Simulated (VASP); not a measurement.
# TiC (Fm-3m) in VASP: a series of runs, part 2 of 2

VASP 6.6.1.

### 4 Single point, BLYP

This run uses another cell than the first one, of 10.51 Å³/atom, 1.062 times its volume.

INCAR reads:

```
  PREC = Accurate
  ENCUT = 520
  EDIFF = 1E-6
  ISMEAR = -1
  SIGMA = 0.05
  LREAL = False
  LASPH = True
  NELM = 100
  ALGO = Normal
  ISIF = 2
  LWAVE = False
  LCHARG = True
  GGA = B5
  ALDAX = 1.0
  AGGAX = 1.0
  AGGAC = 1.0
  ALDAC = 0.0
  LELF = True
  LVHAR = True
  NBANDS = 15
```

KPOINTS reads:

```
regular mesh
0
Gamma
  11 11 11
```

POSCAR reads:

```
TiC
1.0
    0.0000000000      2.1903310009      2.1903310009
    2.1903310009      0.0000000000      2.1903310009
    2.1903310009      2.1903310009      0.0000000000
Ti C
1 1
Direct
    0.0000000000      0.0000000000      0.0000000000
    0.5000000000      0.5000000000      0.5000000000
```

Potentials or basis: VASP PAW PBE potentials, release 64 (Ti_sv, C).

Run with:

```sh
> cat potpaw_PBE.64/Ti_sv/POTCAR potpaw_PBE.64/C/POTCAR > POTCAR
> mpirun -np 1 vasp_std > vasp.out
```

OUTCAR:

```text
PREC = Accurate
   ENCUT = 520
   EDIFF = 1E-6
   ISMEAR = -1
   LREAL = False
   LASPH = True
   NELM = 100
   ISIF = 2
   GGA = B5

 ion  position               nearest neighbor table
   1  0.000  0.000  0.000-   2 2.19   2 2.19   2 2.19   2 2.19   2 2.19   2 2.19
   2  0.500  0.500  0.500-   1 2.19   1 2.19   1 2.19   1 2.19   1 2.19   1 2.19

  LATTYP: Found a face centered cubic cell.
 ALAT       =     4.3806620018

  Lattice vectors:

 A1 = (   0.0000000000,   2.1903310009,   2.1903310009)
 A2 = (   2.1903310009,   0.0000000000,   2.1903310009)
 A3 = (   2.1903310009,   2.1903310009,   0.0000000000)

Analysis of symmetry for initial positions (statically):
=====================================================================
 Subroutine PRICEL returns:
 Original cell was already a primitive cell.

 Routine SETGRP: Setting up the symmetry group for a
 face centered cubic supercell.

 Subroutine GETGRP returns: Found 48 space group operations
[... 9 lines left out ...]

 Routine SETGRP: Setting up the symmetry group for a
 face centered cubic supercell.

 Subroutine GETGRP returns: Found 48 space group operations
[... 11 lines left out ...]
                                     Primitive cell

  volume of cell :      21.0164

  direct lattice vectors                    reciprocal lattice vectors
     0.000000000  2.190331001  2.190331001    -0.228276000  0.228276000  0.228276000
     2.190331001  0.000000000  2.190331001     0.228276000 -0.228276000  0.228276000
     2.190331001  2.190331001  0.000000000     0.228276000  0.228276000 -0.228276000

  length of vectors
     3.097595808  3.097595808  3.097595808     0.395385630  0.395385630  0.395385630

  position of ions in fractional coordinates (direct lattice)
[... 8 lines left out ...]
----------------------------------------------------------------------------------------

 KPOINTS: regular mesh

Automatic generation of k-mesh.
 Grid dimensions read from file:
 generate k-points for:   11   11   11

 Generating k-lattice:

  Cartesian coordinates                     Fractional coordinates (reciprocal lattice)
    -0.020752364  0.020752364  0.020752364     0.090909091  0.000000000  0.000000000
[... 83 lines left out ...]
   LORBIT       =      0    0 simple, 1 ext, 2 COOP (PROOUT), +10 PAW based schemes
   GGA     = B5    functional components
   LHFCALC =     F    Hartree Fock is set to
   AEXX    =    0.0000 exact exchange contribution
   IVDW    =     0    specifies the selected vdW correction
   LEPSILON=     F    determine dielectric tensor
   LRPA    =     F    only Hartree local field effects (RPA)
 non-spin polarized calculation
  energy-cutoff  :      520.00
  volume of cell :       21.02
 maximum number of plane-waves:       574
   NGX = 11   NGY = 11   NGZ = 11

 number of electron      15.9999996 magnetization

 Free energy of the ion-electron system (eV)
  ---------------------------------------------------
  ext. energy  EPLUGINS =         0.00000000
  ---------------------------------------------------
  free energy    TOTEN  =       -17.04396644 eV

  energy without entropy =      -17.04146053  energy(sigma->0) =      -17.04271348

 E-fermi :   9.5096     XC(G=0): -11.8721

 val. band max:        9.4185350389   @ k =   0.1818   0.1818   0.0000
 cond. band min:       9.5671312017   @ k =   0.0909   0.0000   0.0000
 fundamental gap:      0.1485961628
 Fermi energy:         9.5095903687

 k-point     1 :       0.0000    0.0000    0.0000
  band No.  band energies     occupation
      1     -47.1071      2.00000
      2     -23.3012      2.00000
      3     -23.3012      2.00000
      4     -23.3012      2.00000
      5      -2.6282      2.00000
      6      10.1167      0.00001
      7      10.1167      0.00001
      8      10.1167      0.00001
      9      11.0054      0.00000
     10      11.0054      0.00000
     11      11.0240      0.00000
     12      11.0240      0.00000
     13      11.0240      0.00000
     14      19.6963      0.00000
[... 401 lines left out ...]
      2     -23.5360      2.00000
      3     -23.3942      2.00000
      4     -23.3188      2.00000
      5      -1.0199      2.00000
      6       6.3349      2.00000
      7       7.3287      2.00000
      8       7.6577      2.00000
      9      10.9008      0.00000
     10      11.8900      0.00000
     11      12.8090      0.00000
     12      13.5256      0.00000
     13      16.2732      0.00000
     14      21.1255      0.00000
     15      22.9935      0.00000

 [... further k-points ...]
[... 5 lines left out ...]
  --------------------------------------------------------------------------------------
  -------------------------------------------------------------------------------------
  Total        0.0517955      0.0517955      0.0517955      0.0000000      0.0000000      0.0000000
  in kB        3.9486054      3.9486054      3.9486054      0.0000000      0.0000000      0.0000000
  external PRESSURE =       3.9486054 kB  Pullay stress =       0.0000000 kB

 VOLUME and BASIS-vectors are now :
 -----------------------------------------------------------------------------
  energy-cutoff  :      520.00
  volume of cell :       21.02
      direct lattice vectors                 reciprocal lattice vectors
     0.000000000  2.190331001  2.190331001    -0.228276000  0.228276000  0.228276000
     2.190331001  0.000000000  2.190331001     0.228276000 -0.228276000  0.228276000
     2.190331001  2.190331001  0.000000000     0.228276000  0.228276000 -0.228276000

 POSITION                                       TOTAL-FORCE (eV/Angst)
 -----------------------------------------------------------------------------------
      0.00000      0.00000      0.00000         0.000000      0.000000     -0.000000
      2.19033      2.19033      2.19033        -0.000000     -0.000000      0.000000
 -----------------------------------------------------------------------------------
    total drift:                                0.000000     -0.000000     -0.000000

  FREE ENERGIE OF THE ION-ELECTRON SYSTEM (eV)
  ---------------------------------------------------
  free  energy   TOTEN  =       -17.0439664417 eV

  energy  without entropy=      -17.0414605280  energy(sigma->0) =      -17.04271348
```

Run time: 20 s. Hardware: 1 thread of Intel Xeon 6975P-C, shared host; peak memory 0.15 GiB.

Results:

| Property | Result |
| --- | --- |
| Free energy | -17.0440 eV |
| Pressure | 0.4 GPa |
| Band gap on the k mesh | zero (band 8 reaches 10.12 eV, above the bottom of band 9 at 9.05 eV) |

Levels at points of the mesh, in eV from the Fermi level:
| k point | band 5 | band 6 | band 7 | band 8 | band 9 | band 10 | band 11 | band 12 |
| --- | --- | --- | --- | --- | --- | --- | --- | --- |
| (0.00, 0.00, 0.00) | -12.14 | 0.61 | 0.61 | 0.61 | 1.50 | 1.50 | 1.51 | 1.51 |

Caveat: the PAW data sets were made with another functional, which shifts forces and pressure a little.

### 5 Overview

```tsv
level	cell	smearing	gap on the mesh (eV)	pressure (GPa)
PBEsol	a = 3.036 Å, angles 60.0°, 2 atoms	fermi-dirac 0.05 eV	none	0.3
PBE	a = 3.063 Å, angles 60.0°, 2 atoms	gaussian 0.028 eV	none	0.5
BLYP	a = 3.098 Å, angles 60.0°, 2 atoms	fermi-dirac 0.05 eV	none	0.4
```

Alike in all rows: task single point; potentials or basis VASP PAW PBE potentials, release 64 (Ti_sv, C); no spin polarisation; k mesh 11 × 11 × 11; cutoff (eV) 520.

Caveats: the PAW data sets were made with another functional, which shifts forces and pressure a little (some runs).

Total energies depend on the potentials used, so only differences within one code and one set of settings carry meaning.
